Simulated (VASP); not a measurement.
# CsH (Fm-3m) in VASP: a series of runs, part 2 of 2

VASP 6.6.1.

## 4. Relaxation of cell and atoms, r2SCAN, target pressure 12 GPa, at which the enthalpy is minimised

This run uses another cell than the first one, of 23.20 Å³/atom.

File POSCAR:

```
CsH
1.0
    0.0000000000      2.8518849252      2.8518849252
    2.8518849252      0.0000000000      2.8518849252
    2.8518849252      2.8518849252      0.0000000000
Cs H
1 1
Direct
    0.0000000000      0.0000000000      0.0000000000
    0.5000000000      0.5000000000      0.5000000000
```

File INCAR.step1:

```
SYSTEM = CsH
PREC = Accurate ; ENCUT = 600
ISMEAR = 0 ; SIGMA = 0.02
LREAL = .False. ; LASPH = .True.
NELM = 80 ; GGA = PE
ALGO = Normal ; EDIFF = 1E-4
LWAVE = .True. ; LCHARG = .False.
```

File INCAR.step2:

```
SYSTEM = CsH
PREC = Accurate ; ENCUT = 600
EDIFF = 1E-6 ; ISMEAR = 0
SIGMA = 0.02 ; LREAL = .False.
LASPH = .True. ; NELM = 80
ALGO = Normal ; ISIF = 3
LWAVE = .False. ; LCHARG = .False.
METAGGA = R2SCAN ; LMIXTAU = .True.
IBRION = 2 ; NSW = 70
EDIFFG = -0.008 ; PSTRESS = 120.0
ISTART = 1
```

File KPOINTS:

```
Automatic mesh
0
Gamma
  8 8 8
  0 0 0
```

Potentials or basis: VASP PAW PBE potentials, release 64 (Cs_sv, H).

Started as:

```sh
> cat potpaw_PBE.64/Cs_sv/POTCAR potpaw_PBE.64/H/POTCAR > POTCAR
> cp INCAR.step1 INCAR
> mpirun -np 1 vasp_std > vasp.out
> cp INCAR.step2 INCAR
> mpirun -np 1 vasp_std > vasp.out
```

OUTCAR:

```text
SYSTEM = CsH
   PREC = Accurate
   ENCUT = 600
   EDIFF = 1E-6
   ISMEAR = 0
   LREAL = .False.
   LASPH = .True.
   NELM = 80
   ISIF = 3
   METAGGA = R2SCAN
   IBRION = 2
   NSW = 70
   EDIFFG = -0.008
   PSTRESS = 120.0
   ISTART = 1

 ion  position               nearest neighbor table
   1  0.000  0.000  0.000-
   2  0.500  0.500  0.500-

  LATTYP: Found a face centered cubic cell.
 ALAT       =     5.7037698504

  Lattice vectors:

 A1 = (   0.0000000000,   2.8518849252,   2.8518849252)
 A2 = (   2.8518849252,   0.0000000000,   2.8518849252)
 A3 = (   2.8518849252,   2.8518849252,   0.0000000000)

Analysis of symmetry for initial positions (statically):
=====================================================================
 Subroutine PRICEL returns:
 Original cell was already a primitive cell.

 Routine SETGRP: Setting up the symmetry group for a
[... 175 lines left out ...]
 fundamental gap:      2.0795427590
 Fermi energy:         2.0279185690

 k-point     1 :       0.0000    0.0000    0.0000
  band No.  band energies     occupation
      1     -20.6776      2.00000
      2      -6.1785      2.00000
      3      -6.1785      2.00000
      4      -6.1785      2.00000
      5      -0.4811      2.00000
      6       7.3587      0.00000
      7       7.3587      0.00000
      8       7.3587      0.00000
      9       9.5307      0.00000
[... 427 lines left out ...]
--------------------------------------- Ionic step        5  -------------------------------------------

 number of electron      10.0000000 magnetization

 Free energy of the ion-electron system (eV)
  ---------------------------------------------------
  ext. energy  EPLUGINS =         0.00000000
  ---------------------------------------------------
  free energy    TOTEN  =       -28.35557582 eV

  energy without entropy =      -28.35557582  energy(sigma->0) =      -28.35557582

 E-fermi :   3.2456     XC(G=0):  -9.6897

 val. band max:        3.0631569009   @ k =   0.5000   0.0000   0.0000
 cond. band min:       4.7940612191   @ k =   0.5000   0.0000   0.0000
 fundamental gap:      1.7309043183
 Fermi energy:         3.2456394188

 k-point     1 :       0.0000    0.0000    0.0000
  band No.  band energies     occupation
      1     -20.0223      2.00000
      2      -5.0509      2.00000
      3      -5.0509      2.00000
      4      -5.0509      2.00000
      5       0.3720      2.00000
      6       8.2893      0.00000
      7       8.2893      0.00000
      8       8.2893      0.00000
      9      11.3024      0.00000
[... 309 lines left out ...]
  energy  without entropy=      -28.3555758204  energy(sigma->0) =      -28.35557582

  enthalpy is  TOTEN    =       -25.3489789584 eV   P V=        3.0065968620

 reached required accuracy - stopping structural energy minimisation
```

Wall time 3 min (1 thread of Intel Xeon Platinum 8375C at 2.90GHz (Ice Lake), shared host); peak memory 0.21 GiB.

Results:

- Free energy: -28.3556 eV
- Relaxed volume: 20.07 Å³/atom
- Relaxed cell: a = 3.843 Å, b = 3.843 Å, c = 3.843 Å, α = 60.00°, β = 60.00°, γ = 60.00°
- Space group after relaxing (to 0.1 Å): Fm-3m (No. 225)
- Energy change on relaxing (the run minimises the enthalpy): +173.7 meV/atom
- Ionic steps: 5
- Pressure after relaxing: 12.0 GPa
- Band gap on the k mesh: 1.73 eV

Step by step:
```csv
step,energy change (eV),largest force (eV/Å),pressure (GPa),volume (Å³)
1,0.0000,0.0000,6.38,46.39
2,0.2765,0.0000,10.86,41.14
3,0.3425,0.0000,11.91,40.21
4,0.3513,0.0000,12.07,40.09
5,0.3475,0.0000,12.00,40.14
```

Final structure:
```xyz
2
Lattice="0.0000 2.7176 2.7176 2.7176 0.0000 2.7176 2.7176 2.7176 0.0000" Properties=species:S:1:pos:R:3 pbc="T T T"
Cs    2.7176    2.7176    0.0000
H     2.7176    2.7176    2.7176
```

Levels at points of the mesh, in eV from the valence-band top:
| k point | band 1 | band 2 | band 3 | band 4 | band 5 | band 6 | band 7 | band 8 | band 9 |
| --- | --- | --- | --- | --- | --- | --- | --- | --- | --- |
| (0.00, 0.00, 0.00) | -23.09 | -8.11 | -8.11 | -8.11 | -2.69 | 5.23 | 5.23 | 5.23 | 8.24 |
| (0.50, 0.00, 0.00) | -22.60 | -10.97 | -8.42 | -8.42 | 0.00 | 1.73 | 4.57 | 4.57 | 9.57 |
| (0.50, 0.50, 0.00) | -22.45 | -10.48 | -9.04 | -9.04 | -3.18 | 1.91 | 8.82 | 10.71 | 11.03 |

Caveat: the cell is relaxed towards a set pressure, so the run minimises the enthalpy, not the energy; the PAW data sets were made with another functional, which shifts forces and pressure a little; spin-orbit coupling is left out, which moves the levels of the heavy elements.

## 5. Single point, r2SCAN (equal strain along all axes, cell held: -6.0 %)

File POSCAR:

```
CsH
1.0
    2.9967200000      2.9967200000      0.0000000000
   -2.9967200000      2.9967200000      0.0000000000
    0.0000000000      0.0000000000      5.9934400000
Cs H
2 2
Direct
    0.0000000000      0.0000000000      0.0000000000
    0.5000000000      0.5000000000      0.5000000000
    0.5000000000      0.5000000000      0.0000000000
    0.0000000000      0.0000000000      0.5000000000
```

File INCAR.step1:

```
SYSTEM = CsH
PREC     = Accurate       ! precision mode
ENCUT    = 520            ! plane-wave cutoff, eV
ISMEAR   = 0              ! smearing method
SIGMA    = 0.02           ! smearing width, eV
LREAL    = .False.        ! projectors in reciprocal space
LASPH    = .True.         ! aspherical terms in the spheres
NELM     = 80             ! most SCF steps
NBANDS   = 18             ! bands
GGA      = PE             ! functional
ALGO     = Normal         ! electronic algorithm
EDIFF    = 1E-4           ! SCF threshold, eV
LWAVE    = .True.         ! write WAVECAR
LCHARG   = .False.        ! write CHGCAR
```

File INCAR.step2:

```
SYSTEM = CsH
PREC     = Accurate       ! precision mode
ENCUT    = 520            ! plane-wave cutoff, eV
EDIFF    = 1E-6           ! SCF threshold, eV
ISMEAR   = 0              ! smearing method
SIGMA    = 0.02           ! smearing width, eV
LREAL    = .False.        ! projectors in reciprocal space
LASPH    = .True.         ! aspherical terms in the spheres
NELM     = 80             ! most SCF steps
ALGO     = Normal         ! electronic algorithm
ISIF     = 2              ! what is computed and relaxed
LWAVE    = .False.        ! write WAVECAR
LCHARG   = .True.         ! write CHGCAR
METAGGA  = R2SCAN         ! meta-GGA
LMIXTAU  = .True.       
LELF     = .True.         ! ELF
LVHAR    = .True.       
NBANDS   = 18             ! bands
ISTART   = 1
```

File KPOINTS:

```
regular mesh
0
Gamma
  6 6 4
  0 0 0
```

Potentials or basis: VASP PAW PBE potentials, release 64 (Cs_sv, H).

Started as:

```sh
> cat potpaw_PBE.64/Cs_sv/POTCAR potpaw_PBE.64/H/POTCAR > POTCAR
> cp INCAR.step1 INCAR
> mpirun -np 1 vasp_std > vasp.out
> cp INCAR.step2 INCAR
> mpirun -np 1 vasp_std > vasp.out
```

OUTCAR:

```text
SYSTEM = CsH
   PREC = Accurate
   ENCUT = 520
   EDIFF = 1E-6
   ISMEAR = 0
   LREAL = .False.
   LASPH = .True.
   NELM = 80
   ISIF = 2
   METAGGA = R2SCAN
   ISTART = 1

 ion  position               nearest neighbor table
   1  0.000  0.000  0.000-
   2  0.500  0.500  0.500-
   3  0.500  0.500  0.000-
   4  0.000  0.000  0.500-

  LATTYP: Found a simple tetragonal cell.
 ALAT       =     4.2380020666
 C/A-ratio  =     1.4142135624

  Lattice vectors:

 A1 = (   2.9967200000,   2.9967200000,   0.0000000000)
 A2 = (  -2.9967200000,   2.9967200000,   0.0000000000)
 A3 = (   0.0000000000,   0.0000000000,   5.9934400000)

Analysis of symmetry for initial positions (statically):
=====================================================================
 Subroutine PRICEL returns following result:

  LATTYP: Found a face centered cubic cell.
 ALAT       =     5.9934400000

  Lattice vectors:

 A1 = (   0.0000000000,  -2.9967200000,  -2.9967200000)
 A2 = (   2.9967200000,   0.0000000000,  -2.9967200000)
 A3 = (   2.9967200000,  -2.9967200000,  -0.0000000000)

   2 primitive cells build up your supercell.

 Routine SETGRP: Setting up the symmetry group for a
 simple tetragonal supercell.

 Subroutine GETGRP returns: Found 16 space group operations
 (whereof 16 operations were pure point group operations)
 out of a pool of 16 trial point group operations.

The static configuration has the point symmetry D_4h.

Analysis of symmetry for dynamics (positions and initial velocities):
=====================================================================
 Subroutine PRICEL returns following result:

  LATTYP: Found a face centered cubic cell.
 ALAT       =     5.9934400000

  Lattice vectors:

 A1 = (   0.0000000000,  -2.9967200000,  -2.9967200000)
 A2 = (   2.9967200000,   0.0000000000,  -2.9967200000)
 A3 = (   2.9967200000,  -2.9967200000,  -0.0000000000)

   2 primitive cells build up your supercell.

 Routine SETGRP: Setting up the symmetry group for a
 simple tetragonal supercell.

 Subroutine GETGRP returns: Found 16 space group operations
 (whereof 16 operations were pure point group operations)
 out of a pool of 16 trial point group operations.

The dynamic configuration has the point symmetry D_4h.

 Subroutine INISYM returns: Found 16 space group operations
 (whereof 16 operations are pure point group operations),
 and found     2 'primitive' translations

----------------------------------------------------------------------------------------

                                     Primitive cell

  volume of cell :      53.8231

  direct lattice vectors                    reciprocal lattice vectors
     0.000000000 -2.996720000 -2.996720000    -0.166849088 -0.166849088 -0.166849088
     2.996720000  0.000000000 -2.996720000     0.166849088  0.166849088 -0.166849088
     2.996720000 -2.996720000 -0.000000000     0.166849088 -0.166849088  0.166849088

  length of vectors
     4.238002067  4.238002067  4.238002067     0.288991098  0.288991098  0.288991098

  position of ions in fractional coordinates (direct lattice)
     0.000000000  0.000000000  0.000000000
     0.500000000  0.500000000  0.500000000

  ion indices of the primitive-cell ions
   primitive index   ion index
                 1           1
                 2           4

----------------------------------------------------------------------------------------

 KPOINTS: regular mesh

Automatic generation of k-mesh.
 Grid dimensions read from file:
 generate k-points for:    6    6    4

 Generating k-lattice:

  Cartesian coordinates                     Fractional coordinates (reciprocal lattice)
     0.027808181  0.027808181  0.000000000     0.166666667  0.000000000  0.000000000
    -0.027808181  0.027808181  0.000000000     0.000000000  0.166666667  0.000000000
     0.000000000  0.000000000  0.041712272     0.000000000  0.000000000  0.250000000

  Length of vectors
     0.039326707  0.039326707  0.041712272

  Shift w.r.t. Gamma in fractional coordinates (k-lattice)
     0.000000000  0.000000000  0.000000000

 Subroutine IBZKPT returns following result:
 ===========================================

 Found     30 irreducible k-points:

 Following reciprocal coordinates:
            Coordinates               Weight
  0.000000  0.000000  0.000000      1.000000
  0.166667  0.000000  0.000000      4.000000
  0.333333  0.000000  0.000000      4.000000
  0.500000  0.000000  0.000000      2.000000
  0.166667  0.166667  0.000000      4.000000
  0.333333  0.166667  0.000000      8.000000
[... 16 lines left out ...]
  0.333333  0.000000  0.500000      4.000000
  0.500000  0.000000  0.500000      2.000000
 [... further k-points ...]
   k-points           NKPTS =     30   k-points in BZ     NKDIM =     30   number of bands    NBANDS=     18
   number of dos      NEDOS =    301   number of ions     NIONS =      4
   total plane-waves  NPLWV =  49152
   dimension x,y,z NGX =    32 NGY =   32 NGZ =   48
   dimension x,y,z NGXF=    64 NGYF=   64 NGZF=   96
   ions per type =               2   2
   NGX,Y,Z   is equivalent  to a cutoff of  12.55, 12.55, 13.31 a.u.
   NGXF,Y,Z  is equivalent  to a cutoff of  25.11, 25.11, 26.63 a.u.
 SYSTEM =  CsH
   PREC   = accura    normal or accurate (medium, high low for compatibility)
   ISTART =      1    job   : 0-new  1-cont  2-samecut
   ICHARG =      0    charge: 1-file 2-atom 10-const
   ISPIN  =      1    spin polarized calculation?
   LNONCOLLINEAR =      F non collinear calculations
   LSORBIT =      F    spin-orbit coupling
   LASPH  =      T    aspherical Exc in radial PAW
   ENCUT  =  520.0 eV  38.22 Ry    6.18 a.u.   7.88  7.88 11.14*2*pi/ulx,y,z
   NELM   =     80;   NELMIN=  2; NELMDL=  0     # of ELM steps
   EDIFF  = 0.1E-05   stopping-criterion for ELM
   LREAL  =      F    real-space projection
[... 7 lines left out ...]
   TEBEG  =    0.0;   TEEND  =   0.0 temperature during run
   PSTRESS=    0.0 pullay stress
   NELECT =      20.0000    total number of electrons
   NUPDOWN=      -1.0000    fix difference up-down
   EMIN   =  10.00;   EMAX   =-10.00  energy-range for DOS
   EFERMI =   0.00;   METHOD = LEGACY
   ISMEAR =     0;   SIGMA  =   0.02  broadening in eV -4-tet -1-fermi 0-gaus
   EFERMI_NEDOS =   21; number of points for ismear=-14 and -15
   IALGO  =     38    algorithm
   IMIX   =      4    mixing-type and parameters
     AMIX     =   0.40;   BMIX     =  1.00
     AMIX_MAG =   1.60;   BMIX_MAG =  1.00
  volume/ion in A,a.u.               =      26.91       181.61
  Fermi-wavevector in a.u.,A,eV,Ry     =   0.934154  1.765296 11.873049  0.872644
  Thomas-Fermi vector in A             =   2.060930
   LORBIT       =      0    0 simple, 1 ext, 2 COOP (PROOUT), +10 PAW based schemes
   METAGGA = R2SCAN    functional components
   LHFCALC =     F    Hartree Fock is set to
   AEXX    =    0.0000 exact exchange contribution
   IVDW    =     0    specifies the selected vdW correction
   LEPSILON=     F    determine dielectric tensor
   LRPA    =     F    only Hartree local field effects (RPA)
 non-spin polarized calculation
 Gauss-broadening in eV      SIGMA  =   0.02
  energy-cutoff  :      520.00
  volume of cell :      107.65
 maximum number of plane-waves:      2926
 NGX is ok and might be reduce to    32
   NGX = 15   NGY = 15   NGZ = 23

 number of electron      19.9999995 magnetization

 Free energy of the ion-electron system (eV)
  ---------------------------------------------------
  ext. energy  EPLUGINS =         0.00000000
  ---------------------------------------------------
  free energy    TOTEN  =       -57.81050720 eV

  energy without entropy =      -57.81050720  energy(sigma->0) =      -57.81050720

 E-fermi :   1.0119     XC(G=0):  -8.3295

 val. band max:        0.9018837724   @ k =   0.5000   0.0000   0.5000
 cond. band min:       3.2881641278   @ k =   0.5000   0.0000   0.5000
 fundamental gap:      2.3862803554
 Fermi energy:         1.0119122364

 k-point     1 :       0.0000    0.0000    0.0000
  band No.  band energies     occupation
      1     -21.3566      2.00000
      2     -21.1339      2.00000
      3      -8.3555      2.00000
      4      -7.6321      2.00000
      5      -7.6321      2.00000
      6      -7.1862      2.00000
[... 10 lines left out ...]
     17       8.7873      0.00000
     18       8.7873      0.00000
[... 463 lines left out ...]
 k-point    24 :       0.5000    0.0000    0.5000
  band No.  band energies     occupation
      1     -21.1870      2.00000
      2     -21.1870      2.00000
      3      -8.5874      2.00000
      4      -8.5874      2.00000
      5      -7.3360      2.00000
      6      -7.3360      2.00000
[... 10 lines left out ...]
     17       9.3550      0.00000
     18       9.3550      0.00000

 [... further k-points ...]
[... 5 lines left out ...]
  --------------------------------------------------------------------------------------
  -------------------------------------------------------------------------------------
  Total        1.8013825      1.8013825      1.8073097      0.0000000      0.0000000      0.0000000
  in kB       26.8113093     26.8113093     26.8995288      0.0000000      0.0000000      0.0000000
  external PRESSURE =      26.8407158 kB  Pullay stress =       0.0000000 kB

 VOLUME and BASIS-vectors are now :
 -----------------------------------------------------------------------------
  energy-cutoff  :      520.00
  volume of cell :      107.65
      direct lattice vectors                 reciprocal lattice vectors
     2.996720000  2.996720000  0.000000000     0.166849088  0.166849088  0.000000000
    -2.996720000  2.996720000  0.000000000    -0.166849088  0.166849088  0.000000000
     0.000000000  0.000000000  5.993440000     0.000000000  0.000000000  0.166849088

 POSITION                                       TOTAL-FORCE (eV/Angst)
 -----------------------------------------------------------------------------------
      0.00000      0.00000      0.00000        -0.000000      0.000000      0.000000
      0.00000      2.99672      2.99672         0.000000     -0.000000     -0.000000
      0.00000      2.99672      0.00000        -0.000000      0.000000      0.000000
      0.00000      0.00000      2.99672        -0.000000      0.000000      0.000000
 -----------------------------------------------------------------------------------
    total drift:                               -0.000000      0.000000     -0.000000

  FREE ENERGIE OF THE ION-ELECTRON SYSTEM (eV)
  ---------------------------------------------------
  free  energy   TOTEN  =       -57.8105072046 eV

  energy  without entropy=      -57.8105072046  energy(sigma->0) =      -57.81050720
```

It took 2.1 min on 1 thread of AMD EPYC 7R13 (Zen 3), shared host; peak memory 0.21 GiB.

Results:

| Property | Result |
| --- | --- |
| Free energy | -57.8105 eV |
| Pressure | 2.7 GPa |
| Band gap on the k mesh | 2.39 eV |

Levels at points of the mesh, in eV from the valence-band top:
```csv
k point,band 6,band 7,band 8,band 9,band 10,band 11,band 12,band 13,band 14,band 15
"(0.00, 0.00, 0.00)",-8.09,-8.09,-8.09,-2.06,-1.77,3.04,5.61,5.61,5.61,6.94
"(0.50, 0.00, 0.00)",-8.63,-8.24,-8.24,-0.58,-0.58,3.61,3.61,4.51,4.51,5.95
"(0.50, 0.50, 0.00)",-8.53,-8.53,-8.53,-1.77,-1.77,3.04,3.04,6.94,6.94,9.51
"(0.00, 0.00, 0.50)",-8.32,-8.32,-8.32,-1.24,-1.24,3.95,3.95,5.02,5.02,6.75
"(0.50, 0.00, 0.50)",-8.24,-8.24,-8.24,0.00,0.00,2.39,2.39,5.10,5.10,5.10
"(0.50, 0.50, 0.50)",-8.92,-8.63,-8.63,-1.13,-1.13,4.61,4.61,4.61,4.61,5.93
```

Caveat: the cell differs from its parent crystal (equal strain along all axes, cell held: -6.0 %); the PAW data sets were made with another functional, which shifts forces and pressure a little; spin-orbit coupling is left out, which moves the levels of the heavy elements. A k mesh can miss the band edges.

## 6. Overview

| task | cell | k mesh | cutoff (eV) | gap on the mesh (eV) | pressure (GPa) |
| --- | --- | --- | --- | --- | --- |
| relaxation of cell and atoms | relaxed to 1 GPa from a = 4.494 Å, angles 60.0°, 2 atoms, atomic positions A | 6 × 6 × 6 | 600 | 2.56 | 1.0 |
| relaxation of cell and atoms | relaxed to -1 GPa from a = 4.523 Å, angles 60.0°, 2 atoms, atomic positions A | 6 × 6 × 6 | 600 | 2.79 | -1.0 |
| relaxation of cell and atoms | relaxed to 12 GPa from a = 4.033 Å, angles 60.0°, 2 atoms, atomic positions A | 8 × 8 × 8 | 600 | 1.73 | 12.0 |
| single point | a = 4.238, b = 4.238, c = 5.993 Å, 4 atoms, atomic positions B | 6 × 6 × 4 | 520 | 2.39 | 2.7 |

Alike in all rows: level r2SCAN; potentials or basis VASP PAW PBE potentials, release 64 (Cs_sv, H); no spin polarisation; smearing gaussian 0.02 eV.

Caveats: the PAW data sets were made with another functional, which shifts forces and pressure a little; spin-orbit coupling is left out, which moves the levels of the heavy elements; the cell is relaxed towards a set pressure, so the run minimises the enthalpy, not the energy (at least some runs).

Absolute energies hang on the potentials; compare differences alone.
